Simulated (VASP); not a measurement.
# ZnS (F-43m) in VASP: a series of runs

The runs below take ZnS through single point, relaxation of cell and atoms, with PBE.

Program: VASP 6.6.1. These are calculated values, not measurements. Logs are shortened: lines on timing, memory, paths and dates and some standing lists are left out, and cuts for length are marked.

**The experiment to reproduce.**

From “Electronic, vibrational, and thermodynamic properties of ZnS (zincblende and rocksalt structure)”, 2009, arxiv:0911.5022, for a bulk crystal of ZnS at 19 K: band gap 3.85 eV (direct).

The results are compared with them further down.

## 1. The cell of the first run

It takes space group F-43m (No. 216, cubic). Conventional cell: a = 5.409 Å, b = 5.409 Å, c = 5.409 Å, α = 90.00°, β = 90.00°, γ = 90.00°. Zn (site symmetry -43m) has 4 S at 2.34 Å within 3.1 Å. Within 3.1 Å of S (site symmetry -43m) lie 4 Zn at 2.34 Å.

## 2. Single point, PBE

INCAR reads:

```
SYSTEM = ZnS
ALGO = Normal
EDIFF = 1E-7
ENCUT = 520
GGA = PE
ISIF = 2
ISMEAR = 0
LASPH = .True.
LCHARG = .False.
LREAL = .False.
LWAVE = .False.
NBANDS = 16
NELM = 80
PREC = Accurate
SIGMA = 0.1
```

KPOINTS reads:

```
k-points
0
Gamma
  6 6 6
  0 0 0
```

POSCAR reads:

```
ZnS
1.0
    0.0000000000      2.7046500000      2.7046500000
    2.7046500000      0.0000000000      2.7046500000
    2.7046500000      2.7046500000      0.0000000000
Zn S
1 1
Direct
    0.0000000000      0.0000000000      0.0000000000
    0.7500000000      0.7500000000      0.7500000000
```

Potentials or basis: VASP PAW PBE potentials, release 64 (Zn, S).

Started as:

```console
cat potpaw_PBE.64/Zn/POTCAR potpaw_PBE.64/S/POTCAR > POTCAR
mpirun -np 1 vasp_std > vasp.out
```

OUTCAR:

```text
SYSTEM = ZnS
   EDIFF = 1E-7
   ENCUT = 520
   GGA = PE
   ISIF = 2
   ISMEAR = 0
   LASPH = .True.
   LREAL = .False.
   NELM = 80
   PREC = Accurate

 ion  position               nearest neighbor table
   1  0.000  0.000  0.000-   2 2.34   2 2.34   2 2.34   2 2.34
   2  0.750  0.750  0.750-   1 2.34   1 2.34   1 2.34   1 2.34

  LATTYP: Found a face centered cubic cell.
 ALAT       =     5.4093000000

  Lattice vectors:

 A1 = (   0.0000000000,   2.7046500000,   2.7046500000)
 A2 = (   2.7046500000,   0.0000000000,   2.7046500000)
 A3 = (   2.7046500000,   2.7046500000,   0.0000000000)

Analysis of symmetry for initial positions (statically):
=====================================================================
 Subroutine PRICEL returns:
 Original cell was already a primitive cell.

 Routine SETGRP: Setting up the symmetry group for a
 face centered cubic supercell.

 Subroutine GETGRP returns: Found 24 space group operations
 (whereof 24 operations were pure point group operations)
 out of a pool of 48 trial point group operations.

The static configuration has the point symmetry T_d .

Analysis of symmetry for dynamics (positions and initial velocities):
=====================================================================
 Subroutine PRICEL returns:
 Original cell was already a primitive cell.

 Routine SETGRP: Setting up the symmetry group for a
 face centered cubic supercell.

 Subroutine GETGRP returns: Found 24 space group operations
 (whereof 24 operations were pure point group operations)
 out of a pool of 48 trial point group operations.

The dynamic configuration has the point symmetry T_d .

 Subroutine INISYM returns: Found 24 space group operations
 (whereof 24 operations are pure point group operations),
 and found     1 'primitive' translations

----------------------------------------------------------------------------------------

                                     Primitive cell

  volume of cell :      39.5697

  direct lattice vectors                    reciprocal lattice vectors
     0.000000000  2.704650000  2.704650000    -0.184866803  0.184866803  0.184866803
     2.704650000  0.000000000  2.704650000     0.184866803 -0.184866803  0.184866803
     2.704650000  2.704650000  0.000000000     0.184866803  0.184866803 -0.184866803

  length of vectors
     3.824952711  3.824952711  3.824952711     0.320198696  0.320198696  0.320198696

  position of ions in fractional coordinates (direct lattice)
     0.000000000  0.000000000  0.000000000
     0.750000000  0.750000000  0.750000000

  ion indices of the primitive-cell ions
   primitive index   ion index
                 1           1
                 2           2

----------------------------------------------------------------------------------------

 KPOINTS: k-points

Automatic generation of k-mesh.
 Grid dimensions read from file:
 generate k-points for:    6    6    6

 Generating k-lattice:

  Cartesian coordinates                     Fractional coordinates (reciprocal lattice)
    -0.030811134  0.030811134  0.030811134     0.166666667  0.000000000  0.000000000
     0.030811134 -0.030811134  0.030811134     0.000000000  0.166666667  0.000000000
     0.030811134  0.030811134 -0.030811134     0.000000000  0.000000000  0.166666667

  Length of vectors
     0.053366449  0.053366449  0.053366449

  Shift w.r.t. Gamma in fractional coordinates (k-lattice)
     0.000000000  0.000000000  0.000000000

 Subroutine IBZKPT returns following result:
 ===========================================

 Found     16 irreducible k-points:

 Following reciprocal coordinates:
            Coordinates               Weight
  0.000000  0.000000  0.000000      1.000000
  0.166667  0.000000  0.000000      8.000000
  0.333333  0.000000  0.000000      8.000000
  0.500000  0.000000  0.000000      4.000000
  0.166667  0.166667  0.000000      6.000000
  0.333333  0.166667  0.000000     24.000000
[... 8 lines left out ...]
 -0.333333  0.333333  0.166667     24.000000
 -0.333333  0.500000  0.166667     12.000000
   k-points           NKPTS =     16   k-points in BZ     NKDIM =     16   number of bands    NBANDS=     16
   number of dos      NEDOS =    301   number of ions     NIONS =      2
   total plane-waves  NPLWV =  21952
   dimension x,y,z NGX =    28 NGY =   28 NGZ =   28
   dimension x,y,z NGXF=    56 NGYF=   56 NGZF=   56
   ions per type =               1   1
   NGX,Y,Z   is equivalent  to a cutoff of  12.17, 12.17, 12.17 a.u.
   NGXF,Y,Z  is equivalent  to a cutoff of  24.34, 24.34, 24.34 a.u.
 SYSTEM =  ZnS
   PREC   = accura    normal or accurate (medium, high low for compatibility)
   ISTART =      0    job   : 0-new  1-cont  2-samecut
   ICHARG =      2    charge: 1-file 2-atom 10-const
   ISPIN  =      1    spin polarized calculation?
   LNONCOLLINEAR =      F non collinear calculations
   LSORBIT =      F    spin-orbit coupling
   LASPH  =      T    aspherical Exc in radial PAW
   ENCUT  =  520.0 eV  38.22 Ry    6.18 a.u.   7.11  7.11  7.11*2*pi/ulx,y,z
   NELM   =     80;   NELMIN=  2; NELMDL= -5     # of ELM steps
   EDIFF  = 0.1E-06   stopping-criterion for ELM
   LREAL  =      F    real-space projection
   EDIFFG = 0.1E-05   stopping-criterion for IOM
   NSW    =      0    number of steps for IOM
   IBRION =     -1    ionic relax: 0-MD 1-quasi-New 2-CG
   NFREE  =      0    steps in history (QN), initial steepest desc. (CG)
   ISIF   =      2    stress and relaxation
   ISYM   =      2    0-nonsym 1-usesym 2-fastsym
   POTIM  = 0.5000    time-step for ionic-motion
   TEBEG  =    0.0;   TEEND  =   0.0 temperature during run
   PSTRESS=    0.0 pullay stress
   NELECT =      18.0000    total number of electrons
   NUPDOWN=      -1.0000    fix difference up-down
   EMIN   =  10.00;   EMAX   =-10.00  energy-range for DOS
   EFERMI =   0.00;   METHOD = LEGACY
   ISMEAR =     0;   SIGMA  =   0.10  broadening in eV -4-tet -1-fermi 0-gaus
   EFERMI_NEDOS =   21; number of points for ismear=-14 and -15
   IALGO  =     38    algorithm
   IMIX   =      4    mixing-type and parameters
     AMIX     =   0.40;   BMIX     =  1.00
     AMIX_MAG =   1.60;   BMIX_MAG =  1.00
  volume/ion in A,a.u.               =      19.78       133.51
  Fermi-wavevector in a.u.,A,eV,Ry     =   1.259055  2.379268 21.568210  1.585219
  Thomas-Fermi vector in A             =   2.392634
   LORBIT       =      0    0 simple, 1 ext, 2 COOP (PROOUT), +10 PAW based schemes
   GGA     = PE    functional components
   LHFCALC =     F    Hartree Fock is set to
   AEXX    =    0.0000 exact exchange contribution
   IVDW    =     0    specifies the selected vdW correction
   LEPSILON=     F    determine dielectric tensor
   LRPA    =     F    only Hartree local field effects (RPA)
 non-spin polarized calculation
 Gauss-broadening in eV      SIGMA  =   0.10
  energy-cutoff  :      520.00
  volume of cell :       39.57
 maximum number of plane-waves:      1090
   NGX = 15   NGY = 15   NGZ = 15

 number of electron      17.9999998 magnetization

 Free energy of the ion-electron system (eV)
  ---------------------------------------------------
  ext. energy  EPLUGINS =         0.00000000
  ---------------------------------------------------
  free energy    TOTEN  =        -6.84542584 eV

  energy without entropy =       -6.84542584  energy(sigma->0) =       -6.84542584

 E-fermi :   2.5297     XC(G=0):  -9.6151

 val. band max:        2.0816762040   @ k =   0.0000   0.0000   0.0000
 cond. band min:       4.1824791594   @ k =   0.0000   0.0000   0.0000
 fundamental gap:      2.1008029554
 Fermi energy:         2.5297155398

 k-point     1 :       0.0000    0.0000    0.0000
  band No.  band energies     occupation
      1     -11.0380      2.00000
      2      -4.2473      2.00000
      3      -4.2473      2.00000
      4      -4.2473      2.00000
      5      -3.7528      2.00000
      6      -3.7528      2.00000
[... 8 lines left out ...]
     15      13.8400      0.00000
     16      13.9355      0.00000

 k-point     2 :       0.1667    0.0000    0.0000
  band No.  band energies     occupation
      1     -10.8365      2.00000
      2      -4.2396      2.00000
      3      -4.2123      2.00000
      4      -4.2123      2.00000
      5      -3.7547      2.00000
      6      -3.7547      2.00000
[... 8 lines left out ...]
     15      13.0559      0.00000
     16      14.7741      0.00000

 k-point     3 :       0.3333    0.0000    0.0000
  band No.  band energies     occupation
      1     -10.3800      2.00000
      2      -4.1539      2.00000
      3      -4.1539      2.00000
      4      -4.0818      2.00000
      5      -3.7411      2.00000
      6      -3.7411      2.00000
[... 8 lines left out ...]
     15      13.6629      0.00000
     16      13.9405      0.00000

 k-point     4 :       0.5000    0.0000    0.0000
  band No.  band energies     occupation
      1     -10.1161      2.00000
      2      -4.1331      2.00000
      3      -4.1330      2.00000
      4      -3.7227      2.00000
      5      -3.7227      2.00000
      6      -3.5509      2.00000
[... 8 lines left out ...]
     15      15.4815      0.00000
     16      15.4815      0.00000

 k-point     5 :       0.1667    0.1667    0.0000
  band No.  band energies     occupation
      1     -10.7692      2.00000
      2      -4.2777      2.00000
      3      -4.1793      2.00000
      4      -4.1793      2.00000
      5      -3.7792      2.00000
      6      -3.7341      2.00000
[... 8 lines left out ...]
     15      14.1939      0.00000
     16      16.0579      0.00000

 k-point     6 :       0.3333    0.1667    0.0000
  band No.  band energies     occupation
      1     -10.3936      2.00000
      2      -4.2333      2.00000
      3      -4.1092      2.00000
      4      -4.0943      2.00000
      5      -3.7714      2.00000
      6      -3.7179      2.00000
[... 8 lines left out ...]
     15      14.6295      0.00000
     16      16.0752      0.00000

 k-point     7 :       0.5000    0.1667    0.0000
  band No.  band energies     occupation
      1     -10.0471      2.00000
      2      -4.1395      2.00000
      3      -4.0790      2.00000
      4      -3.8492      2.00000
      5      -3.7173      2.00000
      6      -3.5950      2.00000
[... 8 lines left out ...]
     15      15.5222      0.00000
     16      16.0982      0.00000

 k-point     8 :      -0.3333    0.1667    0.0000
  band No.  band energies     occupation
      1     -10.1358      2.00000
      2      -4.1282      2.00000
      3      -4.1028      2.00000
      4      -3.9151      2.00000
      5      -3.7553      2.00000
      6      -3.6883      2.00000
[... 8 lines left out ...]
     15      15.1109      0.00000
     16      16.2055      0.00000

 k-point     9 :      -0.1667    0.1667    0.0000
  band No.  band energies     occupation
      1     -10.5463      2.00000
      2      -4.2009      2.00000
      3      -4.1686      2.00000
      4      -4.1516      2.00000
      5      -3.7734      2.00000
      6      -3.7287      2.00000
[... 8 lines left out ...]
     15      14.0523      0.00000
     16      16.4447      0.00000

 k-point    10 :       0.3333    0.3333    0.0000
  band No.  band energies     occupation
      1     -10.1592      2.00000
      2      -4.2919      2.00000
      3      -4.0123      2.00000
      4      -4.0123      2.00000
      5      -3.7627      2.00000
      6      -3.6967      2.00000
[... 8 lines left out ...]
     15      15.1180      0.00000
     16      19.1943      0.00000

 k-point    11 :       0.5000    0.3333    0.0000
  band No.  band energies     occupation
      1      -9.8927      2.00000
      2      -4.2094      2.00000
      3      -3.9642      2.00000
      4      -3.9245      2.00000
      5      -3.6977      2.00000
      6      -3.5710      2.00000
[... 8 lines left out ...]
     15      15.7157      0.00000
     16      16.9371      0.00000

 k-point    12 :      -0.3333    0.3333    0.0000
  band No.  band energies     occupation
      1      -9.8839      2.00000
      2      -4.1380      2.00000
      3      -4.0067      2.00000
      4      -3.8107      2.00000
      5      -3.7379      2.00000
      6      -3.4746      2.00000
[... 8 lines left out ...]
     15      13.7719      0.00000
     16      18.5784      0.00000

 k-point    13 :       0.5000    0.5000    0.0000
  band No.  band energies     occupation
      1      -9.8059      2.00000
      2      -4.2713      2.00000
      3      -3.9069      2.00000
      4      -3.9068      2.00000
      5      -3.6780      2.00000
      6      -3.5375      2.00000
[... 8 lines left out ...]
     15      15.7935      0.00000
     16      16.6126      0.00000

 k-point    14 :       0.5000    0.3333    0.1667
  band No.  band energies     occupation
      1     -10.0635      2.00000
      2      -4.1541      2.00000
      3      -4.0689      2.00000
      4      -3.9519      2.00000
      5      -3.7298      2.00000
      6      -3.6777      2.00000
[... 8 lines left out ...]
     15      16.0202      0.00000
     16      16.6369      0.00000

 k-point    15 :      -0.3333    0.3333    0.1667
  band No.  band energies     occupation
      1      -9.8839      2.00000
      2      -4.1145      2.00000
      3      -4.0278      2.00000
      4      -3.8047      2.00000
      5      -3.7624      2.00000
      6      -3.4416      2.00000
[... 8 lines left out ...]
     15      15.8086      0.00000
     16      16.4921      0.00000

 k-point    16 :      -0.3333    0.5000    0.1667
  band No.  band energies     occupation
      1      -9.8015      2.00000
      2      -4.1547      2.00000
      3      -3.9554      2.00000
      4      -3.8679      2.00000
      5      -3.7299      2.00000
      6      -3.4009      2.00000
[... 8 lines left out ...]
     15      15.9797      0.00000
     16      16.9217      0.00000

------------------------ aborting loop because EDIFF is reached ----------------------------------------

  FORCE on cell =-STRESS in cart. coord.  units (eV):
  Direction    XX          YY          ZZ          XY          YZ          ZX
  --------------------------------------------------------------------------------------
  -------------------------------------------------------------------------------------
  Total        0.3842476      0.3842476      0.3842476      0.0000000      0.0000000     -0.0000000
  in kB       15.5581692     15.5581692     15.5581692      0.0000000      0.0000000     -0.0000000
  external PRESSURE =      15.5581692 kB  Pullay stress =       0.0000000 kB

 VOLUME and BASIS-vectors are now :
 -----------------------------------------------------------------------------
  energy-cutoff  :      520.00
  volume of cell :       39.57
      direct lattice vectors                 reciprocal lattice vectors
     0.000000000  2.704650000  2.704650000    -0.184866803  0.184866803  0.184866803
     2.704650000  0.000000000  2.704650000     0.184866803 -0.184866803  0.184866803
     2.704650000  2.704650000  0.000000000     0.184866803  0.184866803 -0.184866803

 POSITION                                       TOTAL-FORCE (eV/Angst)
 -----------------------------------------------------------------------------------
      0.00000      0.00000      0.00000         0.000000     -0.000000     -0.000000
      4.05697      4.05697      4.05697        -0.000000      0.000000      0.000000
 -----------------------------------------------------------------------------------
    total drift:                               -0.000001     -0.000001     -0.000001

  FREE ENERGIE OF THE ION-ELECTRON SYSTEM (eV)
  ---------------------------------------------------
  free  energy   TOTEN  =        -6.8454258363 eV

  energy  without entropy=       -6.8454258363  energy(sigma->0) =       -6.84542584
```

Wall time 11 s (1 thread of AMD EPYC 7R43 (Zen 3), shared host); peak memory 0.12 GiB.

Results:

- Free energy: -6.8454 eV
- Pressure: 1.6 GPa
- Band gap on the k mesh: 2.10 eV, direct

## 3. Single point, PBE

This run uses another cell than the first one, of 20.16 Å³/atom, 1.019 times its volume.

INCAR reads:

```
ALGO = Normal
EDIFF = 1E-6
ENCUT = 520
GGA = PE
ISIF = 2
ISMEAR = 0
LASPH = True
LCHARG = False
LREAL = False
LWAVE = False
NBANDS = 16
NELM = 60
PREC = Accurate
SIGMA = 0.02
```

KPOINTS reads:

```
k-points
0
Gamma
  10 10 10
```

POSCAR reads:

```
ZnS
1.0
    0.0000000000      2.7215639855      2.7215639855
    2.7215639855      0.0000000000      2.7215639855
    2.7215639855      2.7215639855      0.0000000000
Zn S
1 1
Direct
    0.0000000000      0.0000000000      0.0000000000
    0.7500000000      0.7500000000      0.7500000000
```

Potentials or basis: VASP PAW PBE potentials, release 64 (Zn, S).

Started as:

```console
cat potpaw_PBE.64/Zn/POTCAR potpaw_PBE.64/S/POTCAR > POTCAR
mpirun -np 1 vasp_std > vasp.out
```

OUTCAR:

```text
EDIFF = 1E-6
   ENCUT = 520
   GGA = PE
   ISIF = 2
   ISMEAR = 0
   LASPH = True
   LREAL = False
   NELM = 60
   PREC = Accurate

 ion  position               nearest neighbor table
   1  0.000  0.000  0.000-   2 2.36   2 2.36   2 2.36   2 2.36
   2  0.750  0.750  0.750-   1 2.36   1 2.36   1 2.36   1 2.36

  LATTYP: Found a face centered cubic cell.
 ALAT       =     5.4431279710

  Lattice vectors:

 A1 = (   0.0000000000,   2.7215639855,   2.7215639855)
 A2 = (   2.7215639855,   0.0000000000,   2.7215639855)
[... 625 lines left out ...]
      3      -4.1143      2.00000
      4      -4.1046      2.00000
      5      -3.8487      2.00000
      6      -3.8216      2.00000
[... 8 lines left out ...]
     15      15.2375      0.00000
     16      17.6115      0.00000

 [... further k-points ...]
[... 5 lines left out ...]
  --------------------------------------------------------------------------------------
  -------------------------------------------------------------------------------------
  Total        0.0411997      0.0411997      0.0411997      0.0000000      0.0000000      0.0000000
  in kB        1.6372653      1.6372653      1.6372653      0.0000000      0.0000000      0.0000000
  external PRESSURE =       1.6372653 kB  Pullay stress =       0.0000000 kB

 VOLUME and BASIS-vectors are now :
 -----------------------------------------------------------------------------
  energy-cutoff  :      520.00
  volume of cell :       40.32
      direct lattice vectors                 reciprocal lattice vectors
     0.000000000  2.721563986  2.721563986    -0.183717893  0.183717893  0.183717893
     2.721563986  0.000000000  2.721563986     0.183717893 -0.183717893  0.183717893
     2.721563986  2.721563986  0.000000000     0.183717893  0.183717893 -0.183717893

 POSITION                                       TOTAL-FORCE (eV/Angst)
 -----------------------------------------------------------------------------------
      0.00000      0.00000      0.00000        -0.000000     -0.000000     -0.000000
      4.08235      4.08235      4.08235         0.000000      0.000000      0.000000
 -----------------------------------------------------------------------------------
    total drift:                                0.000000      0.000000      0.000000

  FREE ENERGIE OF THE ION-ELECTRON SYSTEM (eV)
  ---------------------------------------------------
  free  energy   TOTEN  =        -6.8525832025 eV

  energy  without entropy=       -6.8525832025  energy(sigma->0) =       -6.85258320
```

Wall time 14 s (1 thread of AMD EPYC 9R45 (Zen 5), shared host); peak memory 0.15 GiB.

Results:

- Free energy: -6.8526 eV
- Pressure: 0.2 GPa
- Band gap on the k mesh: 2.02 eV, direct

(Part 1 of 2 ends here.)
